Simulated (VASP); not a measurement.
# SnO2 (Pnnm) in VASP: a series of runs

The runs below take SnO2 through single point, with PBE.

Program: VASP 6.6.1. These are calculated values, not measurements. Logs are shortened: lines on timing, memory, paths and dates and some standing lists are left out, and cuts for length are marked.

### Step 1. The cell of the first run

The structure is orthorhombic, space group Pnnm (No. 58). The conventional cell has a = 4.828 Å, b = 4.828 Å, c = 3.238 Å, α = 90.00°, β = 90.00°, γ = 90.00°. Within 2.8 Å of Sn (site symmetry 2/m) lie 6 O at 2.09 Å. Within 2.8 Å of O (site symmetry m) lie 3 Sn at 2.09 Å and 1 O at 2.65 Å.

### Step 2. Single point, PBE (mode 4 (110.0 1/cm) frozen in, largest displacement +0.075 Å)

Contents of INCAR:

```
PREC = Accurate
ENCUT = 520
EDIFF = 1E-7
ISMEAR = 0
SIGMA = 0.05
LREAL = F
LASPH = T
NELM = 100
ALGO = Normal
ISIF = 2
LWAVE = F
LCHARG = F
GGA = PE
NBANDS = 35
```

Contents of KPOINTS:

```
Automatic mesh
0
Gamma
  6 6 8
```

Contents of POSCAR:

```
SnO2
1.0
    4.8277049961      0.0000000000      0.0000000000
    0.0000000000      4.8277049961      0.0000000000
    0.0000000000      0.0000000000      3.2379909406
Sn O
2 4
Direct
    0.0000000000      0.0000000000      0.0000000000
    0.5000000000      0.5000000000      0.5000000000
    0.2956199477      0.3175902249      0.0000000000
    0.2043800523      0.8175902249      0.5000000000
    0.7043800523      0.6824097751      0.0000000000
    0.7956199477      0.1824097751      0.5000000000
```

Potentials or basis: VASP PAW PBE potentials, release 64 (Sn_d, O).

Launch:

```console
cat potpaw_PBE.64/Sn_d/POTCAR potpaw_PBE.64/O/POTCAR > POTCAR
mpirun -np 1 vasp_std > vasp.out
```

OUTCAR:

```text
PREC = Accurate
   ENCUT = 520
   EDIFF = 1E-7
   ISMEAR = 0
   LREAL = F
   LASPH = T
   NELM = 100
   ISIF = 2
   GGA = PE

 ion  position               nearest neighbor table
   1  0.000  0.000  0.000-   4 2.09   6 2.09   4 2.09   6 2.09   5 2.09   3 2.09
   2  0.500  0.500  0.500-   3 2.09   5 2.09   3 2.09   5 2.09   4 2.09   6 2.09
   3  0.296  0.318  0.000-   2 2.09   2 2.09   1 2.09
   4  0.204  0.818  0.500-   1 2.09   1 2.09   2 2.09
   5  0.704  0.682  0.000-   2 2.09   2 2.09   1 2.09
   6  0.796  0.182  0.500-   1 2.09   1 2.09   2 2.09

  LATTYP: Found a simple tetragonal cell.
 ALAT       =     4.8277049961
 C/A-ratio  =     0.6707101911

  Lattice vectors:

 A1 = (   4.8277049961,   0.0000000000,   0.0000000000)
 A2 = (   0.0000000000,   4.8277049961,   0.0000000000)
 A3 = (   0.0000000000,   0.0000000000,   3.2379909406)

Analysis of symmetry for initial positions (statically):
=====================================================================
 Subroutine PRICEL returns:
 Original cell was already a primitive cell.

 Routine SETGRP: Setting up the symmetry group for a
 simple tetragonal supercell.

 Subroutine GETGRP returns: Found  8 space group operations
 (whereof  4 operations were pure point group operations)
 out of a pool of 16 trial point group operations.

The static configuration has the point symmetry C_2h.
 The point group associated with its full space group is D_2h.

Analysis of symmetry for dynamics (positions and initial velocities):
=====================================================================
 Subroutine PRICEL returns:
 Original cell was already a primitive cell.

 Routine SETGRP: Setting up the symmetry group for a
 simple tetragonal supercell.

 Subroutine GETGRP returns: Found  8 space group operations
 (whereof  4 operations were pure point group operations)
 out of a pool of 16 trial point group operations.

The dynamic configuration has the point symmetry C_2h.
 The point group associated with its full space group is D_2h.

 Subroutine INISYM returns: Found  8 space group operations
 (whereof  4 operations are pure point group operations),
 and found     1 'primitive' translations

----------------------------------------------------------------------------------------

                                     Primitive cell

  volume of cell :      75.4670

  direct lattice vectors                    reciprocal lattice vectors
     4.827704996  0.000000000  0.000000000     0.207137760  0.000000000  0.000000000
     0.000000000  4.827704996  0.000000000     0.000000000  0.207137760  0.000000000
     0.000000000  0.000000000  3.237990941     0.000000000  0.000000000  0.308833477

  length of vectors
     4.827704996  4.827704996  3.237990941     0.207137760  0.207137760  0.308833477

  position of ions in fractional coordinates (direct lattice)
     0.000000000  0.000000000  0.000000000
     0.500000000  0.500000000  0.500000000
     0.295619948  0.317590225  0.000000000
     0.204380052  0.817590225  0.500000000
     0.704380052  0.682409775  0.000000000
     0.795619948  0.182409775  0.500000000

  ion indices of the primitive-cell ions
   primitive index   ion index
                 1           1
                 2           2
                 3           3
                 4           4
                 5           5
                 6           6

----------------------------------------------------------------------------------------

 KPOINTS: Automatic mesh

Automatic generation of k-mesh.
 Grid dimensions read from file:
 generate k-points for:    6    6    8

 Generating k-lattice:

  Cartesian coordinates                     Fractional coordinates (reciprocal lattice)
     0.034522960  0.000000000  0.000000000     0.166666667  0.000000000  0.000000000
     0.000000000  0.034522960  0.000000000     0.000000000  0.166666667  0.000000000
     0.000000000  0.000000000  0.038604185     0.000000000  0.000000000  0.125000000

  Length of vectors
     0.034522960  0.034522960  0.038604185

  Shift w.r.t. Gamma in fractional coordinates (k-lattice)
     0.000000000  0.000000000  0.000000000

 Subroutine IBZKPT returns following result:
 ===========================================

 Found     80 irreducible k-points:

 Following reciprocal coordinates:
            Coordinates               Weight
  0.000000  0.000000  0.000000      1.000000
  0.166667  0.000000  0.000000      2.000000
  0.000000  0.166667  0.000000      2.000000
  0.333333  0.000000  0.000000      2.000000
  0.000000  0.333333  0.000000      2.000000
  0.500000  0.000000  0.000000      1.000000
[... 16 lines left out ...]
  0.000000  0.500000  0.125000      2.000000
  0.166667  0.166667  0.125000      8.000000
 [... further k-points ...]
   k-points           NKPTS =     80   k-points in BZ     NKDIM =     80   number of bands    NBANDS=     35
   number of dos      NEDOS =    301   number of ions     NIONS =      6
   total plane-waves  NPLWV =  31104
   dimension x,y,z NGX =    36 NGY =   36 NGZ =   24
   dimension x,y,z NGXF=    72 NGYF=   72 NGZF=   48
   ions per type =               2   4
   NGX,Y,Z   is equivalent  to a cutoff of  12.40, 12.40, 12.32 a.u.
   NGXF,Y,Z  is equivalent  to a cutoff of  24.79, 24.79, 24.64 a.u.
 SYSTEM =  unknown system
   PREC   = accura    normal or accurate (medium, high low for compatibility)
   ISTART =      0    job   : 0-new  1-cont  2-samecut
   ICHARG =      2    charge: 1-file 2-atom 10-const
   ISPIN  =      1    spin polarized calculation?
   LNONCOLLINEAR =      F non collinear calculations
   LSORBIT =      F    spin-orbit coupling
   LASPH  =      T    aspherical Exc in radial PAW
   ENCUT  =  520.0 eV  38.22 Ry    6.18 a.u.   8.98  8.98  6.02*2*pi/ulx,y,z
   NELM   =    100;   NELMIN=  2; NELMDL= -5     # of ELM steps
   EDIFF  = 0.1E-06   stopping-criterion for ELM
   LREAL  =      F    real-space projection
   EDIFFG = 0.1E-05   stopping-criterion for IOM
   NSW    =      0    number of steps for IOM
   IBRION =     -1    ionic relax: 0-MD 1-quasi-New 2-CG
   NFREE  =      0    steps in history (QN), initial steepest desc. (CG)
   ISIF   =      2    stress and relaxation
   ISYM   =      2    0-nonsym 1-usesym 2-fastsym
   POTIM  = 0.5000    time-step for ionic-motion
   TEBEG  =    0.0;   TEEND  =   0.0 temperature during run
   PSTRESS=    0.0 pullay stress
   NELECT =      52.0000    total number of electrons
   NUPDOWN=      -1.0000    fix difference up-down
   EMIN   =  10.00;   EMAX   =-10.00  energy-range for DOS
   EFERMI =   0.00;   METHOD = LEGACY
   ISMEAR =     0;   SIGMA  =   0.05  broadening in eV -4-tet -1-fermi 0-gaus
   EFERMI_NEDOS =   21; number of points for ismear=-14 and -15
   IALGO  =     38    algorithm
   IMIX   =      4    mixing-type and parameters
     AMIX     =   0.40;   BMIX     =  1.00
     AMIX_MAG =   1.60;   BMIX_MAG =  1.00
  volume/ion in A,a.u.               =      12.58        84.88
  Fermi-wavevector in a.u.,A,eV,Ry     =   1.445962  2.732472 28.447149  2.090806
  Thomas-Fermi vector in A             =   2.564085
   LORBIT       =      0    0 simple, 1 ext, 2 COOP (PROOUT), +10 PAW based schemes
   GGA     = PE    functional components
   LHFCALC =     F    Hartree Fock is set to
   AEXX    =    0.0000 exact exchange contribution
   IVDW    =     0    specifies the selected vdW correction
   LEPSILON=     F    determine dielectric tensor
   LRPA    =     F    only Hartree local field effects (RPA)
 non-spin polarized calculation
 Gauss-broadening in eV      SIGMA  =   0.05
  energy-cutoff  :      520.00
  volume of cell :       75.47
 maximum number of plane-waves:      2068
   NGX = 17   NGY = 17   NGZ = 13

 number of electron      52.0000010 magnetization

 Free energy of the ion-electron system (eV)
  ---------------------------------------------------
  ext. energy  EPLUGINS =         0.00000000
  ---------------------------------------------------
  free energy    TOTEN  =       -37.30319100 eV

  energy without entropy =      -37.30319100  energy(sigma->0) =      -37.30319100

 E-fermi :   5.7327     XC(G=0): -10.9782

 val. band max:        5.4828743232   @ k =   0.0000   0.0000   0.0000
 cond. band min:       6.2196953639   @ k =   0.0000   0.0000   0.0000
 fundamental gap:      0.7368210407
 Fermi energy:         5.7327344587

 k-point     1 :       0.0000    0.0000    0.0000
  band No.  band energies     occupation
      1     -15.5004      2.00000
      2     -14.8403      2.00000
      3     -14.6490      2.00000
      4     -14.6222      2.00000
      5     -14.6196      2.00000
      6     -14.5553      2.00000
[... 27 lines left out ...]
     34      17.1901      0.00000
     35      17.5995      0.00000

 k-point     2 :       0.1667    0.0000    0.0000
  band No.  band energies     occupation
      1     -15.4629      2.00000
      2     -14.8815      2.00000
      3     -14.6481      2.00000
      4     -14.6206      2.00000
      5     -14.6182      2.00000
      6     -14.5833      2.00000
[... 27 lines left out ...]
     34      17.2382      0.00000
     35      17.6531      0.00000

 k-point     3 :       0.0000    0.1667    0.0000
  band No.  band energies     occupation
      1     -15.4633      2.00000
      2     -14.8820      2.00000
      3     -14.6483      2.00000
      4     -14.6205      2.00000
      5     -14.6183      2.00000
      6     -14.5838      2.00000
[... 27 lines left out ...]
     34      16.9772      0.00000
     35      17.6263      0.00000
[... 723 lines left out ...]
 k-point    23 :       0.0000    0.5000    0.1250
  band No.  band energies     occupation
      1     -15.1652      2.00000
      2     -15.1652      2.00000
      3     -14.7306      2.00000
      4     -14.7306      2.00000
      5     -14.5890      2.00000
      6     -14.5890      2.00000
[... 27 lines left out ...]
     34      17.5703      0.00000
     35      17.7311      0.00000

 k-point    24 :       0.1667    0.1667    0.1250
  band No.  band energies     occupation
      1     -15.3757      2.00000
      2     -14.9018      2.00000
      3     -14.7414      2.00000
      4     -14.7230      2.00000
      5     -14.6189      2.00000
      6     -14.5663      2.00000
[... 27 lines left out ...]
     34      17.3346      0.00000
     35      17.6289      0.00000

 [... further k-points ...]
[... 5 lines left out ...]
  --------------------------------------------------------------------------------------
  -------------------------------------------------------------------------------------
  Total       -0.0637009      0.3291218      0.2728296      0.0000000      0.0000000      0.0000000
  in kB       -1.3523814      6.9873117      5.7922185      0.0000000      0.0000000      0.0000000
  external PRESSURE =       3.8090496 kB  Pullay stress =       0.0000000 kB

 VOLUME and BASIS-vectors are now :
 -----------------------------------------------------------------------------
  energy-cutoff  :      520.00
  volume of cell :       75.47
      direct lattice vectors                 reciprocal lattice vectors
     4.827704996  0.000000000  0.000000000     0.207137760  0.000000000  0.000000000
     0.000000000  4.827704996  0.000000000     0.000000000  0.207137760  0.000000000
     0.000000000  0.000000000  3.237990941     0.000000000  0.000000000  0.308833477

 POSITION                                       TOTAL-FORCE (eV/Angst)
 -----------------------------------------------------------------------------------
      0.00000      0.00000      0.00000         0.000000      0.000000      0.000000
      2.41385      2.41385      1.61900         0.000000      0.000000      0.000000
      1.42717      1.53323      0.00000         0.033239     -0.043114      0.000000
      0.98669      3.94708      1.61900        -0.033239     -0.043114     -0.000000
      3.40054      3.29447      0.00000        -0.033239      0.043114     -0.000000
      3.84102      0.88062      1.61900         0.033239      0.043114      0.000000
 -----------------------------------------------------------------------------------
    total drift:                                0.000000      0.000000      0.000000

  FREE ENERGIE OF THE ION-ELECTRON SYSTEM (eV)
  ---------------------------------------------------
  free  energy   TOTEN  =       -37.3031910006 eV

  energy  without entropy=      -37.3031910006  energy(sigma->0) =      -37.30319100
```

Run time: 7.5 min. Hardware: 1 thread of AMD EPYC 7R13, shared host; peak memory 0.26 GiB.

Results:

```
Free energy            : -37.3032 eV
Pressure               : 0.4 GPa
Largest force          : 0.054 eV/Å
Band gap on the k mesh : 0.74 eV, direct
```

Forces in eV/Å, atoms in the order of the input:
```
Sn   0.000  0.000  0.000
Sn   0.000  0.000  0.000
O    0.033 -0.043  0.000
O   -0.033 -0.043  0.000
O   -0.033  0.043  0.000
O    0.033  0.043  0.000
```

Stress tensor (GPa, compression positive):
```
-0.14  0.00  0.00
 0.00  0.70  0.00
 0.00  0.00  0.58
```

Levels at points of the mesh, in eV from the valence-band top:
| k point | band 22 | band 23 | band 24 | band 25 | band 26 | band 27 | band 28 | band 29 | band 30 | band 31 |
| --- | --- | --- | --- | --- | --- | --- | --- | --- | --- | --- |
| (0.00, 0.00, 0.00) | -1.24 | -1.17 | -0.71 | -0.65 | 0.00 | 0.74 | 5.72 | 6.08 | 6.14 | 10.16 |
| (0.50, 0.00, 0.00) | -1.79 | -1.15 | -1.15 | -0.48 | -0.48 | 3.84 | 3.84 | 6.68 | 6.68 | 10.48 |
| (0.00, 0.50, 0.00) | -1.90 | -1.16 | -1.16 | -0.62 | -0.62 | 3.97 | 3.97 | 7.02 | 7.02 | 10.36 |
| (0.50, 0.50, 0.00) | -1.83 | -1.28 | -1.28 | -0.79 | -0.79 | 4.31 | 4.31 | 7.18 | 7.18 | 10.51 |
| (0.00, 0.00, 0.50) | -2.53 | -1.48 | -1.48 | -1.11 | -1.11 | 5.61 | 5.61 | 9.39 | 9.39 | 10.27 |
| (0.50, 0.00, 0.50) | -1.71 | -0.91 | -0.91 | -0.76 | -0.76 | 5.90 | 5.90 | 7.71 | 7.71 | 10.44 |
| (0.00, 0.50, 0.50) | -1.51 | -1.03 | -1.03 | -0.66 | -0.66 | 5.83 | 5.83 | 7.55 | 7.55 | 10.80 |
| (0.50, 0.50, 0.50) | -2.39 | -0.87 | -0.87 | -0.72 | -0.72 | 4.38 | 4.38 | 8.66 | 8.66 | 10.62 |

Caveat: the cell differs from its parent crystal (mode 4 (110.0 1/cm) frozen in, largest displacement +0.075 Å); spin-orbit coupling is left out, which moves the levels of the heavy elements.

### Step 3. Single point, PBE

Contents of INCAR:

```
ALGO = Normal
EDIFF = 1E-6
ENCUT = 600
GGA = PE
GGA_COMPAT = False
ISIF = 2
ISMEAR = -4
LASPH = True
LCHARG = False
LREAL = False
LWAVE = False
NBANDS = 35
NELM = 120
PREC = Accurate
SIGMA = 0.05
```

Contents of KPOINTS:

```
k-points
0
Gamma
  6 6 8
```

Contents of POSCAR:

```
SnO2
1.0
    4.8277050007      0.0000000000      0.0000000000
    0.0000000000      4.8277050007      0.0000000000
    0.0000000000      0.0000000000      3.2379909335
Sn O
2 4
Direct
    0.0000000000      0.0000000000      0.0000000000
    0.5000000000      0.5000000000      0.5000000000
    0.2919582352      0.3212519382      0.0000000000
    0.2080417648      0.8212519382      0.5000000000
    0.7080417648      0.6787480618      0.0000000000
    0.7919582352      0.1787480618      0.5000000000
```

Potentials or basis: VASP PAW PBE potentials, release 64 (Sn_d, O).

Launch:

```console
cat potpaw_PBE.64/Sn_d/POTCAR potpaw_PBE.64/O/POTCAR > POTCAR
mpirun -np 1 vasp_std > vasp.out
```

Wall time 5.4 min (1 thread of Intel Xeon 8259CL, shared host); peak memory 0.34 GiB.

Results (log left out):

| Property | Result |
| --- | --- |
| Free energy | -37.3060 eV |
| Pressure | 0.0 GPa |
| Largest force | 0.075 eV/Å |
| Band gap on the k mesh | 0.78 eV, direct |

Forces on the atoms (eV/Å):
```
Sn   0.000  0.000  0.000
Sn   0.000  0.000  0.000
O    0.056 -0.050  0.000
O   -0.056 -0.050  0.000
O   -0.056  0.050  0.000
O    0.056  0.050  0.000
```

Stress tensor (GPa, compression positive):
```
-0.60  0.00  0.00
 0.00  0.50  0.00
 0.00  0.00  0.22
```

Levels at points of the mesh, in eV from the valence-band top:
| k point | band 24 | band 25 | band 26 | band 27 | band 28 | band 29 |
| --- | --- | --- | --- | --- | --- | --- |
| (0.00, 0.00, 0.00) | -0.68 | -0.60 | 0.00 | 0.78 | 5.74 | 6.12 |
| (0.50, 0.00, 0.00) | -1.11 | -0.42 | -0.42 | 3.84 | 3.84 | 6.66 |
| (0.00, 0.50, 0.00) | -1.12 | -0.60 | -0.60 | 4.02 | 4.02 | 7.11 |
| (0.50, 0.50, 0.00) | -1.24 | -0.75 | -0.75 | 4.34 | 4.34 | 7.20 |
| (0.00, 0.00, 0.50) | -1.45 | -1.06 | -1.06 | 5.63 | 5.63 | 9.41 |
| (0.50, 0.00, 0.50) | -0.86 | -0.74 | -0.74 | 5.92 | 5.92 | 7.76 |
| (0.00, 0.50, 0.50) | -1.01 | -0.61 | -0.61 | 5.83 | 5.83 | 7.55 |
| (0.50, 0.50, 0.50) | -0.84 | -0.67 | -0.67 | 4.41 | 4.41 | 8.69 |

Caveat: spin-orbit coupling is left out, which moves the levels of the heavy elements.
